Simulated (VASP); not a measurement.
# MgO (Fm-3m) in VASP: single point with PBE

Aim: the single point of MgO with PBE.

Everything below comes from runs of VASP 6.6.1. Logs are shortened: lines on timing, memory, paths and dates and some standing lists are left out, and cuts for length are marked.

## (1) The cell of the first run

It takes space group Fm-3m (No. 225, cubic). Conventional cell: a = 4.232 Å, b = 4.232 Å, c = 4.232 Å, α = 90.00°, β = 90.00°, γ = 90.00°. Mg (site symmetry m-3m) has 6 O at 2.12 Å within 2.8 Å. O (site symmetry m-3m) has 6 Mg at 2.12 Å within 2.8 Å.

## (2) Single point, PBE

INCAR

```
ALGO = Normal
EDIFF = 1E-6
ENCUT = 840
GGA = PE
GGA_COMPAT = F
ISIF = 2
ISMEAR = -1
LASPH = T
LCHARG = T
LELF = T
LREAL = F
LVHAR = T
LWAVE = F
NBANDS = 15
NELM = 120
PREC = Accurate
SIGMA = 5E-4
```

KPOINTS

```
k-points
0
Gamma
  9 9 9
```

POSCAR

```
MgO
1.0
    0.0000000000      2.1160000000      2.1160000000
    2.1160000000      0.0000000000      2.1160000000
    2.1160000000      2.1160000000      0.0000000000
Mg O
1 1
Direct
    0.0000000000      0.0000000000      0.0000000000
    0.5000000000      0.5000000000      0.5000000000
```

Potentials or basis: VASP PAW PBE potentials, release 64 (Mg_sv, O).

Run with:

```console
> cat potpaw_PBE.64/Mg_sv/POTCAR potpaw_PBE.64/O/POTCAR > POTCAR
> mpirun -np 1 vasp_std > vasp.out
```

OUTCAR:

```text
EDIFF = 1E-6
   ENCUT = 840
   GGA = PE
   ISIF = 2
   ISMEAR = -1
   LASPH = T
   LREAL = F
   NELM = 120
   PREC = Accurate

 ion  position               nearest neighbor table
   1  0.000  0.000  0.000-   2 2.12   2 2.12   2 2.12   2 2.12   2 2.12   2 2.12
   2  0.500  0.500  0.500-   1 2.12   1 2.12   1 2.12   1 2.12   1 2.12   1 2.12

  LATTYP: Found a face centered cubic cell.
 ALAT       =     4.2320000000

  Lattice vectors:

 A1 = (   0.0000000000,   2.1160000000,   2.1160000000)
 A2 = (   2.1160000000,   0.0000000000,   2.1160000000)
 A3 = (   2.1160000000,   2.1160000000,   0.0000000000)

Analysis of symmetry for initial positions (statically):
=====================================================================
 Subroutine PRICEL returns:
 Original cell was already a primitive cell.

 Routine SETGRP: Setting up the symmetry group for a
 face centered cubic supercell.

 Subroutine GETGRP returns: Found 48 space group operations
 (whereof 48 operations were pure point group operations)
 out of a pool of 48 trial point group operations.

The static configuration has the point symmetry O_h .

Analysis of symmetry for dynamics (positions and initial velocities):
=====================================================================
 Subroutine PRICEL returns:
 Original cell was already a primitive cell.

 Routine SETGRP: Setting up the symmetry group for a
 face centered cubic supercell.

 Subroutine GETGRP returns: Found 48 space group operations
 (whereof 48 operations were pure point group operations)
 out of a pool of 48 trial point group operations.

The dynamic configuration has the point symmetry O_h .

 Subroutine INISYM returns: Found 48 space group operations
 (whereof 48 operations are pure point group operations),
 and found     1 'primitive' translations

----------------------------------------------------------------------------------------

                                     Primitive cell

  volume of cell :      18.9486

  direct lattice vectors                    reciprocal lattice vectors
     0.000000000  2.116000000  2.116000000    -0.236294896  0.236294896  0.236294896
     2.116000000  0.000000000  2.116000000     0.236294896 -0.236294896  0.236294896
     2.116000000  2.116000000  0.000000000     0.236294896  0.236294896 -0.236294896

  length of vectors
     2.992475898  2.992475898  2.992475898     0.409274765  0.409274765  0.409274765

[... 83 lines left out ...]
   NSW    =      0    number of steps for IOM
   IBRION =     -1    ionic relax: 0-MD 1-quasi-New 2-CG
   NFREE  =      0    steps in history (QN), initial steepest desc. (CG)
   ISIF   =      2    stress and relaxation
   ISYM   =      2    0-nonsym 1-usesym 2-fastsym
   POTIM  = 0.5000    time-step for ionic-motion
   TEBEG  =    0.0;   TEEND  =   0.0 temperature during run
   PSTRESS=    0.0 pullay stress
   NELECT =      16.0000    total number of electrons
   NUPDOWN=      -1.0000    fix difference up-down
   EMIN   =  10.00;   EMAX   =-10.00  energy-range for DOS
   EFERMI =   0.00;   METHOD = LEGACY
   ISMEAR =    -1;   SIGMA  =   0.00  broadening in eV -4-tet -1-fermi 0-gaus
   EFERMI_NEDOS =   21; number of points for ismear=-14 and -15
   IALGO  =     38    algorithm
   IMIX   =      4    mixing-type and parameters
     AMIX     =   0.40;   BMIX     =  1.00
     AMIX_MAG =   1.60;   BMIX_MAG =  1.00
  volume/ion in A,a.u.               =       9.47        63.94
  Fermi-wavevector in a.u.,A,eV,Ry     =   1.547352  2.924072 32.576411  2.394299
  Thomas-Fermi vector in A             =   2.652458
   LORBIT       =      0    0 simple, 1 ext, 2 COOP (PROOUT), +10 PAW based schemes
   GGA     = PE    functional components
   LHFCALC =     F    Hartree Fock is set to
   AEXX    =    0.0000 exact exchange contribution
   IVDW    =     0    specifies the selected vdW correction
   LEPSILON=     F    determine dielectric tensor
   LRPA    =     F    only Hartree local field effects (RPA)
 non-spin polarized calculation
  energy-cutoff  :      840.00
  volume of cell :       18.95
 maximum number of plane-waves:      1067
   NGX = 15   NGY = 15   NGZ = 15

 number of electron      15.9999996 magnetization

 Free energy of the ion-electron system (eV)
  ---------------------------------------------------
  ext. energy  EPLUGINS =         0.00000000
  ---------------------------------------------------
  free energy    TOTEN  =       -11.88165494 eV

  energy without entropy =      -11.88165494  energy(sigma->0) =      -11.88165494

 E-fermi :   2.9086     XC(G=0): -11.3200

 val. band max:        2.8143244662   @ k =   0.0000   0.0000   0.0000
 cond. band min:       7.4178081280   @ k =   0.0000   0.0000   0.0000
 fundamental gap:      4.6034836619
 Fermi energy:         2.9086198981

 k-point     1 :       0.0000    0.0000    0.0000
  band No.  band energies     occupation
      1     -69.5032      2.00000
      2     -36.2295      2.00000
      3     -36.2295      2.00000
      4     -36.2295      2.00000
      5     -14.3627      2.00000
      6       2.8143      2.00000
      7       2.8143      2.00000
      8       2.8143      2.00000
      9       7.4178      0.00000
     10      18.5398      0.00000
     11      18.5398      0.00000
     12      18.5398      0.00000
     13      22.4154      0.00000
     14      24.1803      0.00000
[... 401 lines left out ...]
      2     -36.2971      2.00000
      3     -36.2560      2.00000
      4     -36.2560      2.00000
      5     -12.9177      2.00000
      6      -1.1151      2.00000
      7       1.5275      2.00000
      8       1.5275      2.00000
      9      12.0231      0.00000
     10      12.6400      0.00000
     11      15.7836      0.00000
     12      21.5048      0.00000
     13      21.5048      0.00000
     14      28.0982      0.00000
     15      29.1323      0.00000

 [... further k-points ...]
[... 5 lines left out ...]
  --------------------------------------------------------------------------------------
  -------------------------------------------------------------------------------------
  Total        0.2892512      0.2892512      0.2892512      0.0000000     -0.0000000      0.0000000
  in kB       24.4573128     24.4573128     24.4573128      0.0000000     -0.0000000      0.0000000
  external PRESSURE =      24.4573128 kB  Pullay stress =       0.0000000 kB

 VOLUME and BASIS-vectors are now :
 -----------------------------------------------------------------------------
  energy-cutoff  :      840.00
  volume of cell :       18.95
      direct lattice vectors                 reciprocal lattice vectors
     0.000000000  2.116000000  2.116000000    -0.236294896  0.236294896  0.236294896
     2.116000000  0.000000000  2.116000000     0.236294896 -0.236294896  0.236294896
     2.116000000  2.116000000  0.000000000     0.236294896  0.236294896 -0.236294896

 POSITION                                       TOTAL-FORCE (eV/Angst)
 -----------------------------------------------------------------------------------
      0.00000      0.00000      0.00000         0.000000     -0.000000     -0.000000
      2.11600      2.11600      2.11600        -0.000000      0.000000      0.000000
 -----------------------------------------------------------------------------------
    total drift:                                0.000000      0.000000      0.000000

  FREE ENERGIE OF THE ION-ELECTRON SYSTEM (eV)
  ---------------------------------------------------
  free  energy   TOTEN  =       -11.8816549423 eV

  energy  without entropy=      -11.8816549423  energy(sigma->0) =      -11.88165494
```

stdout:

```text
POSCAR found type information on POSCAR MgO
 POSCAR found :  2 types and       2 ions
 scaLAPACK will be used
 LDA part: xc-table for (Slater+PW92), standard interpolation
 POSCAR, INCAR and KPOINTS ok, starting setup
 FFT: planning ... GRIDC
 FFT: planning ... GRID_SOFT
 FFT: planning ... GRID
 WAVECAR not read
 entering main loop
```

It took 17 s on 1 thread of Intel Xeon Platinum 8259CL at 2.50GHz (Skylake/Cascade Lake), shared host; peak memory 0.16 GiB.

Results:

```yaml
Free_energy: -11.8817 eV
Pressure: 2.4 GPa
Band_gap_on_the_k_mesh: 4.60 eV
```

PBE gaps usually lie below the measured ones, often by a third to a half.
